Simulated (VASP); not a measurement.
Wanted: the native input for a VASP 6.6.1 run.

```
Task                   : relaxation of cell and atoms
Functional             : PBEsol
Potentials or basis    : VASP PAW PBE potentials, release 64 (Se)
Cutoff                 : 600 eV
k mesh                 : 16 × 16 × 9
Occupations            : fermi-dirac, width 0.05 eV
Spin                   : no spin polarisation
Target pressure        : 65 GPa
Dipole correction      : no
Further INCAR settings : ALGO = Normal; EDIFF = 1e-07; IBRION = 2; EDIFFG = -0.005; NSW = 60; ISIF = 3
```

The structure of Se lies in POSCAR:

```
Se
1.0
    2.6840896677      0.0000000000      0.0000000000
   -1.3420448339      2.3244898383      0.0000000000
    0.0000000000      0.0000000000      4.3482252617
Se
2
Direct
    0.3333333333      0.6666666667      0.2500000000
    0.6666666667      0.3333333333      0.7500000000
```

This isn't the form of Se at room conditions, which is trigonal, of chains.

One way to write it, as run:

INCAR

```
PREC = Accurate ; ENCUT = 600
EDIFF = 1E-7 ; ISMEAR = -1
SIGMA = 0.05 ; LREAL = F
LASPH = T ; NELM = 100
ALGO = Normal ; ISIF = 3
LWAVE = F ; LCHARG = F
GGA = PS ; IBRION = 2
NSW = 60 ; EDIFFG = -0.005
PSTRESS = 650.0
```

KPOINTS

```
Automatic mesh
0
Gamma
  16 16 9
```

Potentials or basis: VASP PAW PBE potentials, release 64 (Se).

Command:

```sh
$ cat potpaw_PBE.64/Se/POTCAR > POTCAR
$ mpirun -np 1 vasp_std > vasp.out
```

Results of the run:

```json
{
 "Relaxed volume": "13.75 Å³/atom",
 "Relaxed cell": "a = 2.857 Å, b = 2.857 Å, c = 3.891 Å, α = 90.00°, β = 90.00°, γ = 120.00°",
 "Space group after relaxing (to 0.1 Å)": "P6_3/mmc (No. 194)",
 "Energy change on relaxing (the run minimises the enthalpy)": "-140.0 meV/atom",
 "Ionic steps": "14",
 "Pressure after relaxing": "65.0 GPa",
 "Band gap on the k mesh": "zero (bands 6 and 7 overlap by 6.59 eV)"
}
```

Caveat: the cell is relaxed towards a set pressure, so the run minimises the enthalpy, not the energy; the PAW data sets were made with another functional, which shifts forces and pressure a little.

It took 5.2 min on 1 thread of Intel Xeon 8259CL, with other jobs on the host, peak memory 0.2 GiB.
